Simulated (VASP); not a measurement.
# AlW12C12 in VASP: single point with PBE+D3(BJ)

Aim: the single point of AlW12C12 with PBE+D3(BJ).

Program: VASP 6.6.1. These are calculated values, not measurements. Logs are shortened: lines on timing, memory, paths and dates and some standing lists are left out, and cuts for length are marked.

**1. The cell of the first run**

The cell holds a slab with vacuum, 25 atoms: a = 5.802 Å, b = 5.659 Å, c = 18.699 Å, α = 90.00°, β = 90.00°, γ = 90.00°.

**2. Single point, PBE+D3(BJ)**

Contents of INCAR:

```
ALGO = Normal ; EDIFF = 1E-7
ENCUT = 520 ; GGA = PE
ISIF = 2 ; ISMEAR = 0
IVDW = 12 ; LASPH = True
LCHARG = False ; LREAL = Auto
LWAVE = False ; NBANDS = 128
NELM = 80 ; PREC = Accurate
SIGMA = 0.15
```

Contents of KPOINTS:

```
k-points
0
Gamma
  3 3 1
```

Contents of POSCAR:

```
AlW12C12
1.0
    5.8016000000      0.0000000000      0.0000000000
    0.0000000000      5.6590000000      0.0000000000
    0.0000000000      0.0000000000     18.6991110000
W C Al
12 12 1
Direct
    0.0000000000      0.0000000000      0.0534785000
    0.2496603393      0.0012355218      0.1861101690
    0.4944092064     -0.0019585585      0.3226951820
    0.0000000000      0.5000000000      0.0534785000
    0.2519227790      0.5003460980      0.1862693923
    0.5045766554      0.4926209155      0.3221944224
    0.5000000000      0.0000000000      0.0534785000
    0.7500613594     -0.0014916400      0.1867996458
    0.9938422522      0.0063689887      0.3219263687
    0.5000000000      0.5000000000      0.0534785000
    0.7514897307      0.5001511341      0.1869526030
    1.0041421219      0.5035816901      0.3217464652
    0.5020240985      0.2492863074      0.1393005291
    0.2496319882      0.2508160365      0.2739512988
    0.5068259044      0.2231553158      0.4049375372
    0.5014702790      0.7504868509      0.1393765715
    0.2504086303      0.7521554033      0.2731149954
    0.3303993902      0.6849326026      0.3949474157
    0.9993747371      0.2503134673      0.1395003151
    0.7522516283      0.2462323428      0.2742832404
    0.9493729331      0.2882844710      0.4026658253
    1.0004298922      0.7495446824      0.1393059468
    0.7508089435      0.7480300345      0.2793824517
    1.1630223972      0.8275401872      0.4145825593
    0.2119674461      0.1553930116      0.4499297813
```

Potentials or basis: VASP PAW PBE potentials, release 64 (W_sv, C, Al).

Started as:

```
$ cat potpaw_PBE.64/W_sv/POTCAR potpaw_PBE.64/C/POTCAR potpaw_PBE.64/Al/POTCAR > POTCAR
$ mpirun -np 1 vasp_std > vasp.out
```

OUTCAR:

```text
EDIFF = 1E-7
   ENCUT = 520
   GGA = PE
   ISIF = 2
   ISMEAR = 0
   IVDW = 12
   LASPH = True
   LREAL = Auto
   NELM = 80
   PREC = Accurate
 IVDW          = 12

 ion  position               nearest neighbor table
   1  0.000  0.000  0.053-  22 2.14  19 2.14   4 2.83   4 2.83   2 2.87   8 2.88   7 2.90   7 2.90

   2  0.250  0.001  0.186-  17 2.15  14 2.17  19 2.20  13 2.21  22 2.21  16 2.22   5 2.82   5 2.83
                             1 2.87   7 2.87   8 2.90   8 2.90   3 2.92   9 2.94
   3  0.494  0.998  0.323-  15 2.00  17 2.19  23 2.21  14 2.21  20 2.24  18 2.42  24 2.75   6 2.80
                             6 2.86   9 2.90   9 2.90   2 2.92   8 2.94  25 3.02
   4  0.000  0.500  0.053-  22 2.14  19 2.14   1 2.83   1 2.83   5 2.88  11 2.88  10 2.90  10 2.90

   5  0.252  0.500  0.186-  17 2.16  14 2.16  16 2.21  22 2.21  13 2.21  19 2.22   2 2.82   2 2.83
                            10 2.87   4 2.88  11 2.90  11 2.90  12 2.91   6 2.93
   6  0.505  0.493  0.322-  18 2.01  15 2.17  23 2.18  20 2.19  14 2.21  17 2.27   3 2.80   3 2.86
                            12 2.90  12 2.90  11 2.91   5 2.93
   7  0.500  0.000  0.053-  13 2.14  16 2.14  10 2.83  10 2.83   2 2.87   8 2.88   1 2.90   1 2.90

   8  0.750  0.999  0.187-  20 2.15  16 2.20  13 2.21  22 2.21  19 2.21  23 2.24  11 2.82  11 2.84
                             1 2.88   7 2.88   9 2.90   2 2.90   2 2.90   3 2.94
   9  0.994  0.006  0.322-  20 2.14  23 2.18  21 2.21  14 2.22  24 2.23  17 2.26  12 2.81  25 2.84
                            12 2.85   8 2.90   3 2.90   3 2.90   2 2.94
  10  0.500  0.500  0.053-  13 2.14  16 2.14   7 2.83   7 2.83   5 2.87  11 2.89   4 2.90   4 2.90

  11  0.751  0.500  0.187-  20 2.18  19 2.20  22 2.21  16 2.21  13 2.21  23 2.23   8 2.82   8 2.84
                             4 2.88  10 2.89   5 2.90   5 2.90   6 2.91  12 2.92
  12  0.004  0.504  0.322-  21 1.97  23 2.17  17 2.20  14 2.21  20 2.25  18 2.55  24 2.69   9 2.81
                             9 2.85   6 2.90   6 2.90   5 2.91  11 2.92  25 3.33
  13  0.502  0.249  0.139-   7 2.14  10 2.14   8 2.21   2 2.21   5 2.21  11 2.21
  14  0.250  0.251  0.274-   5 2.16   2 2.17  12 2.21   6 2.21   3 2.21   9 2.22
  15  0.507  0.223  0.405-  25 1.94   3 2.00   6 2.17
  16  0.501  0.750  0.139-   7 2.14  10 2.14   8 2.20   5 2.21  11 2.21   2 2.22
  17  0.250  0.752  0.273-   2 2.15   5 2.16   3 2.19  12 2.20   9 2.26   6 2.27
  18  0.330  0.685  0.395-  24 1.31   6 2.01   3 2.42  12 2.55
  19  0.999  0.250  0.140-   4 2.14   1 2.14  11 2.20   2 2.20   8 2.21   5 2.22
  20  0.752  0.246  0.274-   9 2.14   8 2.15  11 2.18   6 2.19   3 2.24  12 2.25
  21  0.949  0.288  0.403-  25 1.92  12 1.97   9 2.21
  22  0.000  0.750  0.139-   4 2.14   1 2.14  11 2.21   8 2.21   2 2.21   5 2.21
  23  0.751  0.748  0.279-  12 2.17   9 2.18   6 2.18   3 2.21  11 2.23   8 2.24
  24  0.163  0.828  0.415-  18 1.31  25 1.99   9 2.23  12 2.69   3 2.75
  25  0.212  0.155  0.450-  21 1.92  15 1.94  24 1.99   9 2.84   3 3.02  12 3.33

  LATTYP: Found a simple orthorhombic cell.
 ALAT       =     5.6590000000
 B/A-ratio  =     1.0251987984
 C/A-ratio  =     3.3043136597

  Lattice vectors:

 A1 = (   0.0000000000,  -5.6590000000,   0.0000000000)
 A2 = (   5.8016000000,   0.0000000000,   0.0000000000)
 A3 = (   0.0000000000,   0.0000000000,  18.6991110000)

Analysis of symmetry for initial positions (statically):
=====================================================================
 Subroutine PRICEL returns:
 Original cell was already a primitive cell.

 Routine SETGRP: Setting up the symmetry group for a
 simple orthorhombic supercell.

 Subroutine GETGRP returns: Found  1 space group operations
 (whereof  1 operations were pure point group operations)
 out of a pool of  8 trial point group operations.

The static configuration has the point symmetry C_1 .

Analysis of symmetry for dynamics (positions and initial velocities):
=====================================================================
 Subroutine PRICEL returns:
 Original cell was already a primitive cell.

 Routine SETGRP: Setting up the symmetry group for a
 simple orthorhombic supercell.

 Subroutine GETGRP returns: Found  1 space group operations
 (whereof  1 operations were pure point group operations)
 out of a pool of  8 trial point group operations.

The dynamic configuration has the point symmetry C_1 .

 Subroutine INISYM returns: Found  1 space group operations
 (whereof  1 operations are pure point group operations),
 and found     1 'primitive' translations

----------------------------------------------------------------------------------------

                                     Primitive cell

  volume of cell :     613.9153

[... 69 lines left out ...]
 generate k-points for:    3    3    1

 Generating k-lattice:

  Cartesian coordinates                     Fractional coordinates (reciprocal lattice)
     0.057455415  0.000000000  0.000000000     0.333333333  0.000000000  0.000000000
     0.000000000  0.058903222  0.000000000     0.000000000  0.333333333  0.000000000
     0.000000000  0.000000000  0.053478478     0.000000000  0.000000000  1.000000000

  Length of vectors
     0.057455415  0.058903222  0.053478478

  Shift w.r.t. Gamma in fractional coordinates (k-lattice)
     0.000000000  0.000000000  0.000000000

 Subroutine IBZKPT returns following result:
 ===========================================

 Found      5 irreducible k-points:

 Following reciprocal coordinates:
            Coordinates               Weight
  0.000000  0.000000  0.000000      1.000000
  0.333333  0.000000  0.000000      2.000000
  0.000000  0.333333  0.000000      2.000000
  0.333333  0.333333  0.000000      2.000000
 -0.333333  0.333333  0.000000      2.000000
   k-points           NKPTS =      5   k-points in BZ     NKDIM =      5   number of bands    NBANDS=    128
   number of dos      NEDOS =    301   number of ions     NIONS =     25
   total plane-waves  NPLWV = 282240
   dimension x,y,z NGX =    48 NGY =   42 NGZ =  140
   dimension x,y,z NGXF=    96 NGYF=   84 NGZF=  280
   ions per type =              12  12   1
   NGX,Y,Z   is equivalent  to a cutoff of  13.75, 12.34, 12.45 a.u.
   NGXF,Y,Z  is equivalent  to a cutoff of  27.51, 24.68, 24.89 a.u.
 SYSTEM =  unknown system
   PREC   = accura    normal or accurate (medium, high low for compatibility)
   ISTART =      0    job   : 0-new  1-cont  2-samecut
   ICHARG =      2    charge: 1-file 2-atom 10-const
   ISPIN  =      1    spin polarized calculation?
   LNONCOLLINEAR =      F non collinear calculations
   LSORBIT =      F    spin-orbit coupling
   LASPH  =      T    aspherical Exc in radial PAW
   ENCUT  =  520.0 eV  38.22 Ry    6.18 a.u.  10.79 10.52 34.77*2*pi/ulx,y,z
   NELM   =     80;   NELMIN=  2; NELMDL= -5     # of ELM steps
   EDIFF  = 0.1E-06   stopping-criterion for ELM
   LREAL  =      T    real-space projection
   EDIFFG = 0.1E-05   stopping-criterion for IOM
   NSW    =      0    number of steps for IOM
   IBRION =     -1    ionic relax: 0-MD 1-quasi-New 2-CG
   NFREE  =      0    steps in history (QN), initial steepest desc. (CG)
   ISIF   =      2    stress and relaxation
   ISYM   =      2    0-nonsym 1-usesym 2-fastsym
   POTIM  = 0.5000    time-step for ionic-motion
   TEBEG  =    0.0;   TEEND  =   0.0 temperature during run
   PSTRESS=    0.0 pullay stress
   NELECT =     219.0000    total number of electrons
   NUPDOWN=      -1.0000    fix difference up-down
   EMIN   =  10.00;   EMAX   =-10.00  energy-range for DOS
   EFERMI =   0.00;   METHOD = LEGACY
   ISMEAR =     0;   SIGMA  =   0.15  broadening in eV -4-tet -1-fermi 0-gaus
   EFERMI_NEDOS =   21; number of points for ismear=-14 and -15
   IALGO  =     38    algorithm
   IMIX   =      4    mixing-type and parameters
     AMIX     =   0.40;   BMIX     =  1.00
     AMIX_MAG =   1.60;   BMIX_MAG =  1.00
  volume/ion in A,a.u.               =      24.56       165.72
  Fermi-wavevector in a.u.,A,eV,Ry     =   1.161057  2.194079 18.341367  1.348052
  Thomas-Fermi vector in A             =   2.297633
   LORBIT       =      0    0 simple, 1 ext, 2 COOP (PROOUT), +10 PAW based schemes
   GGA     = PE    functional components
   LHFCALC =     F    Hartree Fock is set to
   AEXX    =    0.0000 exact exchange contribution
   IVDW    =    12    specifies the selected vdW correction
   LEPSILON=     F    determine dielectric tensor
   LRPA    =     F    only Hartree local field effects (RPA)
 non-spin polarized calculation
 Gauss-broadening in eV      SIGMA  =   0.15
  energy-cutoff  :      520.00
  volume of cell :      613.92
 maximum number of plane-waves:     16548
 NGX is ok and might be reduce to    48
   NGX = 21   NGY = 21   NGZ = 69

 number of electron     218.9999989 magnetization

 Free energy of the ion-electron system (eV)
  ---------------------------------------------------
  ext. energy  EPLUGINS =         0.00000000
  ---------------------------------------------------
  free energy    TOTEN  =      -252.17999523 eV

  energy without entropy =     -252.11421166  energy(sigma->0) =     -252.14710344

 E-fermi :   2.4438     XC(G=0):  -7.1158

 val. band max:        2.3122731252   @ k =   0.3333   0.3333   0.0000
 cond. band min:       2.5071240377   @ k =   0.3333   0.0000   0.0000
 fundamental gap:      0.1948509125
 Fermi energy:         2.4437812174

 k-point     1 :       0.0000    0.0000    0.0000
  band No.  band energies     occupation
      1     -71.9511      2.00000
      2     -71.9443      2.00000
      3     -71.9211      2.00000
      4     -71.9204      2.00000
      5     -71.9100      2.00000
      6     -71.8806      2.00000
[... 609 lines left out ...]
    120       3.6832      0.00000
    121       3.8319      0.00000
 [bands above 121 left out]

------------------------ aborting loop because EDIFF is reached ----------------------------------------

 Edisp (eV)   -8.08285

 E8    (eV) :    -3.8093

  FORCE on cell =-STRESS in cart. coord.  units (eV):
  Direction    XX          YY          ZZ          XY          YZ          ZX
  --------------------------------------------------------------------------------------
  -------------------------------------------------------------------------------------
  Total     -21.70684   -10.33514     1.06891    -2.87142    -0.06841    -0.01114
  in kB     -56.64986   -26.97233     2.78960    -7.49375    -0.17853    -0.02908
  external pressure =      -26.94 kB  Pullay stress =        0.00 kB

 VOLUME and BASIS-vectors are now :
 -----------------------------------------------------------------------------
  energy-cutoff  :      520.00
  volume of cell :      613.92
      direct lattice vectors                 reciprocal lattice vectors
     5.801600000  0.000000000  0.000000000     0.172366244  0.000000000  0.000000000
     0.000000000  5.659000000  0.000000000     0.000000000  0.176709666  0.000000000
     0.000000000  0.000000000 18.699111000     0.000000000  0.000000000  0.053478478

 POSITION                                       TOTAL-FORCE (eV/Angst)
 -----------------------------------------------------------------------------------
      0.00000      0.00000      1.00000        -0.065848      0.074292     -0.078814
      1.44843      0.00699      3.48009        -0.006663      0.012588     -0.005659
      2.86836      5.64792      6.03411        -0.001347     -0.025071      0.006815
      0.00000      2.82950      1.00000        -0.012619     -0.100286     -0.022832
      1.46156      2.83146      3.48307         0.003332      0.004857      0.004555
      2.92735      2.78774      6.02475        -0.002712      0.031760      0.011601
[... 17 lines left out ...]
      0.94579      4.68305      7.75233        -0.033382      0.015345      0.059115
      1.22975      0.87937      8.41329         0.012244     -0.007449     -0.008741
 -----------------------------------------------------------------------------------
    total drift:                               -0.000686     -0.004867      0.005174

  FREE ENERGIE OF THE ION-ELECTRON SYSTEM (eV)
  ---------------------------------------------------
  free  energy   TOTEN  =      -260.2628431919 eV

  energy  without entropy=     -260.1970596257  energy(sigma->0) =     -260.22995141
```

It took 21 min on 1 thread of Intel Xeon Platinum 8488C (Sapphire Rapids), shared host; peak memory 0.73 GiB.

Results:

| Quantity | Value |
| --- | --- |
| Free energy | -260.2628 eV |
| Largest force | 0.132 eV/Å |
| Band gap on the k mesh | zero (an odd number of electrons rules out a gap without spin polarisation) |
| Dispersion energy per atom | -0.323 eV |

Forces in eV/Å, atoms in the order of the input:
```
W   -0.066  0.074 -0.079
W   -0.007  0.013 -0.006
W   -0.001 -0.025  0.007
W   -0.013 -0.100 -0.023
W    0.003  0.005  0.005
W   -0.003  0.032  0.012
W    0.033  0.090 -0.091
W    0.012 -0.005 -0.008
W    0.001 -0.034  0.032
W    0.045 -0.053 -0.026
W    0.003  0.007 -0.002
W    0.008  0.040 -0.018
C   -0.003 -0.003 -0.004
C   -0.010 -0.014 -0.002
C    0.031  0.029  0.070
C    0.006 -0.002 -0.002
C    0.002 -0.011  0.005
C    0.032 -0.030  0.005
C   -0.009  0.004 -0.006
C    0.005  0.000  0.015
C   -0.041 -0.021  0.068
C    0.004 -0.011 -0.008
C   -0.012  0.007  0.007
C   -0.033  0.015  0.059
Al   0.012 -0.007 -0.009
```

Caveat: the k points lie up to 0.37 Å⁻¹ apart, too coarse for converged energies and pressures of a metal; there is no dipole correction, which matters where the two faces differ; spin-orbit coupling is left out, which moves the levels of the heavy elements.

The gap in the log of VASP goes by the Fermi energy; the results here count the filled bands.